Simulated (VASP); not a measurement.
A run of VASP 6.6.1 is set up as follows.

The input INCAR:

```
SYSTEM = Al3B2P5
PREC = Accurate
ENCUT = 520
EDIFF = 1E-6
ISMEAR = 0
SIGMA = 0.1
LREAL = .FALSE.
LASPH = .TRUE.
NELM = 60
ALGO = Normal
ISIF = 2
LWAVE = .FALSE.
LCHARG = .FALSE.
GGA = PE
NBANDS = 31
```

The input KPOINTS:

```
Automatic mesh
0
G
  6 6 6
  0 0 0
```

The input POSCAR:

```
Al3B2P5
1.0
   -1.7908880700      8.9544403300      2.5326981900
    1.7908880700     -8.9544403300      2.5326981900
    1.7908880700      8.9544403300     -2.5326981900
Al B P
3 2 5
Direct
    0.9000000000      0.0000000000      0.9000000000
    0.5000000000      0.0000000000      0.5000000000
    0.1000000000      0.0000000000      0.1000000000
    0.7000000000      0.0000000000      0.7000000000
    0.3000000000      0.0000000000      0.3000000000
    0.7500000000      0.7500000000      0.0000000000
    0.3500000000      0.7500000000      0.6000000000
    0.9500000000      0.7500000000      0.2000000000
    0.5500000000      0.7500000000      0.8000000000
    0.1500000000      0.7500000000      0.4000000000
```

Potentials or basis: VASP PAW PBE potentials, release 64 (Al, B, P).

Launch:

```console
$ cat potpaw_PBE.64/Al/POTCAR potpaw_PBE.64/B/POTCAR potpaw_PBE.64/P/POTCAR > POTCAR
$ mpirun -np 1 vasp_std > vasp.out
```

**Question.** Estimate the largest force.

**Answer.** 3.896 eV/Å.

**Question.** Estimate the band gap on the k mesh.

**Answer.** 1.23 eV (least direct gap 1.39 eV).

Stress tensor (GPa, compression positive):
```
10.25  0.00  0.00
 0.00 10.33  0.00
 0.00  0.00 10.16
```

Caveat: the cell stands under pressure; forces of over 1 eV/Å act on the atoms, so gaps and moduli don't describe the material at rest. A k mesh can miss the band edges.
